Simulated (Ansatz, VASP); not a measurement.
# One calculation of As, two programs

File INCAR:

```
SYSTEM = As
  ALGO = Normal
  DIPOL = 0.5 0.5 0.347
  EDIFF = 1E-6
  ENCUT = 520
  GGA = PE
  GGA_COMPAT = .FALSE.
  IDIPOL = 3
  ISIF = 2
  ISMEAR = -1
  LASPH = .TRUE.
  LCHARG = .FALSE.
  LDIPOL = .TRUE.
  LREAL = .FALSE.
  LWAVE = .FALSE.
  NBANDS = 22
  NELM = 120
  NELMDL = -8
  PREC = Accurate
  SIGMA = 0.02
```

KPOINTS

```
k-points
0
G
  12 12 1
  0 0 0
```

Contents of POSCAR:

```
As
1.0
    3.5749087740      0.0000000000      0.0000000000
   -1.7874543870      3.0650021964      0.0000000000
    0.0000000000      0.0000000000     26.4156438000
As
2
Direct
    0.3330443001      0.6660886002      0.3205320536
    0.6669556999      0.3339113998      0.3725353590
```

Input for Ansatz:

```yaml
crystal:
  lattice:
    - [3.574908774, 0.0, 0.0]
    - [-1.787454387, 3.0650021964, 0.0]
    - [0.0, 0.0, 26.4156438]
  atoms:
    - { symbol: As, position: [0.3330443001, 0.6660886002, 0.3205320536] }
    - { symbol: As, position: [0.6669556999, 0.3339113998, 0.372535359] }
  periodic: [true, true, false]
kpoints:
  mp_grid: { grid: [12, 12, 1] }
  band_path:
    path:
      - [0.0, 0.0, 0.0]
      - [0.5, 0.0, 0.0]
      - [0.3333333333, 0.3333333333, 0.0]
      - [0.0, 0.3125, 0.0]
    npoints: 1
hamiltonian:
  xc: pbe
scf:
  occupations: { method: fermi_dirac, width: 0.02 }
  n_extra_bands: 4
output:
  forces: true
  stress: true
  eigenvalues: true
```

Change from the starting cell: uniaxial_y strain -1.0%.

Alike in both runs: task single point; functional PBE; k mesh 12 × 12 × 1; occupations fermi-dirac, width 0.02 eV; no spin polarisation.

|  | VASP | Ansatz |
| --- | --- | --- |
| version | VASP 6.6.1 | Ansatz 0.2.0 |
| potentials or method | VASP PAW PBE potentials, release 64 (As_d) | plane waves, PAW |
| plane-wave cutoff (eV) | 520 | 420 |
| valence electrons in the cell | 30 | 30 |

|  | VASP | Ansatz | Ansatz less VASP |
| --- | --- | --- | --- |
| gap on the k mesh at the Fermi level (eV) | 1.53 | 1.53 | -0.004 |
| rms of the force components (eV/Å) | 0.249 | 0.233 | -0.0161 |

Atom by atom the forces differ by 0.016 eV/Å (rms over components).
